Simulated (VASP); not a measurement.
Input of a VASP 6.6.1 run:

Contents of INCAR:

```
SYSTEM = GaAs
PREC = Accurate
ENCUT = 520
EDIFF = 1E-6
ISMEAR = 0
SIGMA = 0.01
LREAL = .False.
LASPH = .True.
NELM = 100
ALGO = Normal
ISIF = 2
LWAVE = .False.
LCHARG = .False.
GGA = PE
NBANDS = 16
```

Contents of KPOINTS:

```
Automatic mesh
0
Gamma
  4 4 4
  0 0 0
```

File POSCAR:

```
GaAs
1.0
    0.0000000000      2.8268500000      2.8268500000
    2.8268500000      0.0000000000      2.8268500000
    2.8268500000      2.8268500000      0.0000000000
Ga As
1 1
Direct
    0.0000000000      0.0000000000      0.0000000000
    0.2500000000      0.2500000000      0.2500000000
```

Potentials or basis: VASP PAW PBE potentials, release 64 (Ga_d, As).

Run with:

```bash
$ cat potpaw_PBE.64/Ga_d/POTCAR potpaw_PBE.64/As/POTCAR > POTCAR
$ mpirun -np 1 vasp_std > vasp.out
```

Problem. What does it give for the pressure?

Solution. 3.7 GPa.

Problem. Predict the band gap on the k mesh.

Solution. 0.51 eV, direct.

Caveat: the k points lie up to 0.48 Å⁻¹ apart. A k mesh can miss the band edges.
